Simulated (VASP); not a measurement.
Crystal: P.

```
CELL_PARAMETERS angstrom
1.65383 -5.49841 0.00000
1.65383 5.49841 0.00000
0.00000 0.00000 4.54689
ATOMIC_POSITIONS crystal
P 0.09551 0.90449 0.91181
P 0.59551 0.40449 0.58819
P 0.90449 0.09551 0.08819
P 0.40449 0.59551 0.41181
```

Base run:

```yaml
Program: VASP 6.6.1
Functional: r2SCAN
Potentials_or_basis: VASP PAW PBE potentials, release 64 (P)
Cutoff: 520 eV
k_mesh: 5 × 5 × 4
Occupations: fermi-dirac, width 0.05 eV
Spin: no spin polarisation
```

Its results: band gap on the k mesh 0.62 eV; pressure -0.6 GPa; largest force 0.105 eV/Å.

Question: The run is repeated on the same cell with these changes: k mesh from 5 × 5 × 4 to 3 × 3 × 2. What comes out?

Answer: Band gap on the k mesh 0.90 eV (least direct gap 1.04 eV); pressure -0.2 GPa; largest force 0.332 eV/Å.

Caveats: some runs use coarse meshes; the PAW data sets were made with another functional, which shifts forces and pressure a little.

A k mesh can miss the band edges.
